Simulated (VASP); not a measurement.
# Al2O3 (R-3c) in VASP: notebook

Runs on Al2O3. Level: PBE. Tasks: single point.

All numbers are computed with VASP 6.6.1; they aren't measurements. Logs are shortened: lines on timing, memory, paths and dates and some standing lists are left out, and cuts for length are marked.

## Step 1: The cell of the first run

Symmetry: R-3c, No. 167, trigonal system. The conventional cell has a = 4.809 Å, b = 4.809 Å, c = 13.125 Å, α = 90.00°, β = 90.00°, γ = 120.00°. Within 2.5 Å of Al (site symmetry 3) lie 6 O at 1.87 to 1.99 Å. O (site symmetry 2) has 4 Al at 1.87 to 1.99 Å and 12 O at 2.55 to 2.90 Å within 2.9 Å.

## Step 2: Single point, PBE

INCAR reads:

```
SYSTEM = Al2O3
ALGO = Normal
EDIFF = 1E-6
ENCUT = 520
GGA = PE
ISIF = 2
ISMEAR = 0
LASPH = .True.
LCHARG = .True.
LELF = .True.
LREAL = Auto
LVHAR = .True.
LWAVE = .False.
NBANDS = 64
NELM = 80
PREC = Accurate
SIGMA = 0.02
```

KPOINTS reads:

```
k-points
0
Gamma
  3 3 3
  0 0 0
```

POSCAR reads:

```
Al2O3
1.0
    2.4042988847     -4.1643678249      0.0000000000
    4.8085977694      0.0000000000      0.0000000000
    2.4042988847     -1.3881226083      8.7498239038
Al O
8 12
Direct
    0.9260625520      0.9260625520      0.2218123439
    0.4260625520      0.4260625520      0.7218123439
    0.8239374480      0.8239374480      0.5281876561
    0.3239374480      0.3239374480      0.0281876561
    0.6760625520      0.6760625520      0.9718123439
    0.1760625520      0.1760625520      0.4718123439
    0.5739374480      0.5739374480      0.2781876561
    0.0739374480      0.0739374480      0.7781876561
    0.3750000000      0.0688371695      0.8750000000
    0.8750000000      0.5688371695      0.3750000000
    0.4311628305      0.8188371695      0.6250000000
    0.9311628305      0.3188371695      0.1250000000
    0.0688371695      0.6811628305      0.8750000000
    0.5688371695      0.1811628305      0.3750000000
    0.6811628305      0.3750000000      0.8750000000
    0.1811628305      0.8750000000      0.3750000000
    0.8188371695      0.1250000000      0.6250000000
    0.3188371695      0.6250000000      0.1250000000
    0.1250000000      0.4311628305      0.6250000000
    0.6250000000      0.9311628305      0.1250000000
```

Potentials or basis: VASP PAW PBE potentials, release 64 (Al, O).

Started as:

```
$ cat potpaw_PBE.64/Al/POTCAR potpaw_PBE.64/O/POTCAR > POTCAR
$ mpirun -np 1 vasp_std > vasp.out
```

OUTCAR:

```text
SYSTEM = Al2O3
   EDIFF = 1E-6
   ENCUT = 520
   GGA = PE
   ISIF = 2
   ISMEAR = 0
   LASPH = .True.
   LREAL = Auto
   NELM = 80
   PREC = Accurate

 ion  position               nearest neighbor table
   1  0.926  0.926  0.222-  20 1.87  18 1.87  12 1.87  10 1.99  14 1.99  16 1.99   3 2.68   7 2.82
                             7 2.82   7 2.82   4 3.25   4 3.25   4 3.25
   2  0.426  0.426  0.722-  19 1.87  17 1.87  11 1.87   9 1.99  13 1.99  15 1.99   4 2.68   8 2.82
                             8 2.82   8 2.82   3 3.25   3 3.25   3 3.25
   3  0.824  0.824  0.528-  17 1.87  19 1.87  11 1.87  16 1.99  14 1.99  10 1.99   1 2.68   6 2.82
                             6 2.82   6 2.82   2 3.25   2 3.25   2 3.25
   4  0.324  0.324  0.028-  18 1.87  20 1.87  12 1.87  15 1.99  13 1.99   9 1.99   2 2.68   5 2.82
                             5 2.82   5 2.82   1 3.25   1 3.25   1 3.25
   5  0.676  0.676  0.972-  15 1.87   9 1.87  13 1.87  18 1.99  12 1.99  20 1.99   7 2.68   4 2.82
                             4 2.82   4 2.82   8 3.25   8 3.25   8 3.25
   6  0.176  0.176  0.472-  16 1.87  10 1.87  14 1.87  17 1.99  11 1.99  19 1.99   8 2.68   3 2.82
                             3 2.82   3 2.82   7 3.25   7 3.25   7 3.25
   7  0.574  0.574  0.278-  10 1.87  16 1.87  14 1.87  20 1.99  12 1.99  18 1.99   5 2.68   1 2.82
                             1 2.82   1 2.82   6 3.25   6 3.25   6 3.25
   8  0.074  0.074  0.778-   9 1.87  15 1.87  13 1.87  19 1.99  11 1.99  17 1.99   6 2.68   2 2.82
                             2 2.82   2 2.82   5 3.25   5 3.25   5 3.25
   9  0.375  0.069  0.875-   8 1.87   5 1.87   2 1.99   4 1.99
[... 18 lines left out ...]
 A1 = (   0.0000000000,   2.7762452166,   8.7498239038)
 A2 = (  -2.4042988847,  -1.3881226083,   8.7498239038)
 A3 = (   2.4042988847,  -1.3881226083,   8.7498239038)

Analysis of symmetry for initial positions (statically):
=====================================================================
 Subroutine PRICEL returns following result:

  LATTYP: Found a trigonal (rhomboedric) cell.
 ALAT       =     5.1814469108
 COS(alpha) =     0.5693694860

  Lattice vectors:

 A1 = (  -2.4042988847,  -1.3881226083,  -4.3749119519)
 A2 = (   0.0000000000,   2.7762452166,  -4.3749119519)
 A3 = (   2.4042988847,  -1.3881226083,  -4.3749119519)

   2 primitive cells build up your supercell.

 Routine SETGRP: Setting up the symmetry group for a
 trigonal (rhombohedral) supercell.

 Subroutine GETGRP returns: Found 12 space group operations
 (whereof  6 operations were pure point group operations)
 out of a pool of 12 trial point group operations.

The static configuration has the point symmetry S_6 .
 The point group associated with its full space group is D_3d.

Analysis of symmetry for dynamics (positions and initial velocities):
=====================================================================
 Subroutine PRICEL returns following result:

  LATTYP: Found a trigonal (rhomboedric) cell.
 ALAT       =     5.1814469108
[... 129 lines left out ...]
   EFERMI =   0.00;   METHOD = LEGACY
   ISMEAR =     0;   SIGMA  =   0.02  broadening in eV -4-tet -1-fermi 0-gaus
   EFERMI_NEDOS =   21; number of points for ismear=-14 and -15
   IALGO  =     38    algorithm
   IMIX   =      4    mixing-type and parameters
     AMIX     =   0.40;   BMIX     =  1.00
     AMIX_MAG =   1.60;   BMIX_MAG =  1.00
  volume/ion in A,a.u.               =       8.76        59.12
  Fermi-wavevector in a.u.,A,eV,Ry     =   1.339604  2.531484 24.416168  1.794538
  Thomas-Fermi vector in A             =   2.467982
   LORBIT       =      0    0 simple, 1 ext, 2 COOP (PROOUT), +10 PAW based schemes
   GGA     = PE    functional components
   LHFCALC =     F    Hartree Fock is set to
   AEXX    =    0.0000 exact exchange contribution
   IVDW    =     0    specifies the selected vdW correction
   LEPSILON=     F    determine dielectric tensor
   LRPA    =     F    only Hartree local field effects (RPA)
 non-spin polarized calculation
 Gauss-broadening in eV      SIGMA  =   0.02
  energy-cutoff  :      520.00
  volume of cell :      175.21
 maximum number of plane-waves:      4731
   NGX = 17   NGY = 17   NGZ = 35

 number of electron      96.0000004 magnetization

 Free energy of the ion-electron system (eV)
  ---------------------------------------------------
  ext. energy  EPLUGINS =         0.00000000
  ---------------------------------------------------
  free energy    TOTEN  =      -149.62618602 eV

  energy without entropy =     -149.62618602  energy(sigma->0) =     -149.62618602

 E-fermi :   5.8971     XC(G=0): -11.5377

 val. band max:        5.7985917614   @ k =   0.0000   0.0000   0.0000
 cond. band min:      11.6461507979   @ k =   0.0000   0.0000   0.0000
 fundamental gap:      5.8475590365
 Fermi energy:         5.8971140105

 k-point     1 :       0.0000    0.0000    0.0000
  band No.  band energies     occupation
      1     -13.2138      2.00000
      2     -12.2586      2.00000
      3     -12.2586      2.00000
      4     -10.9938      2.00000
      5     -10.7302      2.00000
      6     -10.7302      2.00000
[... 367 lines left out ...]
     59      16.7186      0.00000
     60      17.0902      0.00000
 [bands above 60 left out]

------------------------ aborting loop because EDIFF is reached ----------------------------------------

  FORCE on cell =-STRESS in cart. coord.  units (eV):
  Direction    XX          YY          ZZ          XY          YZ          ZX
  --------------------------------------------------------------------------------------
  -------------------------------------------------------------------------------------
  Total       -0.1639259     -0.1639259     -0.2657750      0.0000000     -0.0000000      0.0000000
  in kB       -1.4989648     -1.4989648     -2.4302891      0.0000000     -0.0000000      0.0000000
  external PRESSURE =      -1.8094062 kB  Pullay stress =       0.0000000 kB

 VOLUME and BASIS-vectors are now :
 -----------------------------------------------------------------------------
  energy-cutoff  :      520.00
  volume of cell :      175.21
      direct lattice vectors                 reciprocal lattice vectors
     2.404298885 -4.164367825  0.000000000     0.000000000 -0.240132486 -0.038096005
     4.808597769  0.000000000  0.000000000     0.207960833  0.120066243 -0.038096005
     2.404298885 -1.388122608  8.749823904     0.000000000  0.000000000  0.114288014

 POSITION                                       TOTAL-FORCE (eV/Angst)
 -----------------------------------------------------------------------------------
      7.21290     -4.16437      1.94082        -0.000000     -0.000000     -0.008725
      4.80860     -2.77625      6.31573        -0.000000     -0.000000     -0.008725
      7.21290     -4.16437      4.62155         0.000000      0.000000      0.008725
      2.40430     -1.38812      0.24664         0.000000      0.000000      0.008725
      7.21290     -4.16437      8.50319         0.000000     -0.000000     -0.008725
      2.40430     -1.38812      4.12827         0.000000     -0.000000     -0.008725
[... 12 lines left out ...]
      3.87651     -1.38812      5.46864         0.000854      0.000000     -0.000000
      6.28081     -2.77625      1.09373         0.000854      0.000000     -0.000000
 -----------------------------------------------------------------------------------
    total drift:                                0.000002     -0.000001      0.000002

  FREE ENERGIE OF THE ION-ELECTRON SYSTEM (eV)
  ---------------------------------------------------
  free  energy   TOTEN  =      -149.6261860174 eV

  energy  without entropy=     -149.6261860174  energy(sigma->0) =     -149.62618602
```

stdout:

```text
POSCAR found type information on POSCAR AlO
 POSCAR found :  2 types and      20 ions
 scaLAPACK will be used
 LDA part: xc-table for (Slater+PW92), standard interpolation
 POSCAR, INCAR and KPOINTS ok, starting setup
 FFT: planning ... GRIDC
 FFT: planning ... GRID_SOFT
 FFT: planning ... GRID
 WAVECAR not read
 entering main loop
```

It took 69 s on 1 thread of Intel Xeon Platinum 8375C at 2.90GHz (Ice Lake), shared host; peak memory 0.29 GiB.

What came out:

* Free energy: -149.6262 eV
* Pressure: -0.2 GPa
* Largest force: 0.009 eV/Å
* Band gap on the k mesh: 5.85 eV

Forces in eV/Å, atoms in the order of the input:
```
Al   0.000  0.000 -0.009
Al   0.000  0.000 -0.009
Al   0.000  0.000  0.009
Al   0.000  0.000  0.009
Al   0.000  0.000 -0.009
Al   0.000  0.000 -0.009
Al   0.000  0.000  0.009
Al   0.000  0.000  0.009
O   -0.001  0.000  0.000
O   -0.001  0.000  0.000
O    0.000 -0.001  0.000
O    0.000 -0.001  0.000
O    0.000  0.001  0.000
O    0.000  0.001  0.000
O    0.000 -0.001  0.000
O    0.000 -0.001  0.000
O    0.000  0.001  0.000
O    0.000  0.001  0.000
O    0.001  0.000  0.000
O    0.001  0.000  0.000
```

Caveat: the k points lie up to 0.51 Å⁻¹ apart.

(Part 1 of 2 ends here.)
